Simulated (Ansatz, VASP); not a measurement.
**C in VASP and in Ansatz**

```
C
1.0
     1.20852    0.69774    3.22814
    -1.20852    0.69774    3.22814
     0.00000   -1.39548    3.22814
C
2
Direct
  0.15845 0.17472 0.16658
  0.84155 0.82528 0.83342
```

Change from the starting cell: mode 5 frozen in at -0.020 Å, equal normal strain along x, y and z -0.0167.

Alike in both runs: task single point; functional PBEsol; dispersion D3(BJ); k mesh 15 × 15 × 15; occupations gaussian, width 0.05 eV; no spin polarisation.

|  | VASP | Ansatz |
| --- | --- | --- |
| version | VASP 6.6.1 | Ansatz 0.2.0 |
| potentials or method | VASP PAW PBE potentials, release 64 (C), cutoff 520 eV | scalar-relativistic, plane waves, PAW |
| valence electrons in the cell | 8 | 8 |

Ansatz gave:

| Property | Result |
| --- | --- |
| gap on the k mesh at the Fermi level (eV) | 0.28 |
| least direct gap on the mesh (eV) | 0.28 |
| pressure (GPa) | 17.8 |
| traceless stress, the component that is largest in VASP (GPa) | -17.07 |
| rms of the force components (eV/Å) | 1.427 |

**Question.** Which values does VASP return?

**Answer.** gap on the k mesh at the Fermi level (eV): 0.28; least direct gap on the mesh (eV): 0.28; pressure (GPa): 18.6; traceless stress, the component that is largest in VASP (GPa): -17.95; rms of the force components (eV/Å): 1.428.

VASP's potentials were made for PBE, not for PBEsol, and Ansatz warns of the same on its side. Atom by atom the forces differ by 0.001 eV/Å (rms over components).
